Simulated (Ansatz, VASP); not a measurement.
# Mo in VASP and in Ansatz

```
Mo
1.0
     4.21311    0.00000    0.00000
    -2.10655    3.64866    0.00000
     0.00000    0.00000    4.86792
Mo
4
Direct
  0.00000 0.00000 0.25000
  0.00000 0.00000 0.75000
  0.33333 0.66667 0.75000
  0.66667 0.33333 0.25000
```

Alike in both runs: functional PBEsol; k mesh 12 × 12 × 10; occupations gaussian, width 0.1 eV; no spin polarisation.

Ansatz relaxed the structure, and its values are those at the end. VASP's run is a single point on that final structure, the one shown.

```csv
,VASP,Ansatz
version,VASP 6.6.1,Ansatz 0.2.0
potentials or method,"VASP PAW PBE potentials, release 64 (Mo_sv), cutoff 520 eV","scalar-relativistic, plane waves, PAW"
valence electrons in the cell,56,56
```

VASP gave:

| Property | Result |
| --- | --- |
| gap on the k mesh at the Fermi level (eV) | none |
| pressure (GPa) | 0.7 |

Which values does Ansatz return?

gap on the k mesh at the Fermi level (eV): none; pressure (GPa): 0.0.

VASP's potentials were made for PBE, not for PBEsol. A gap of «none» marks a metal or a gap that the smearing closes.
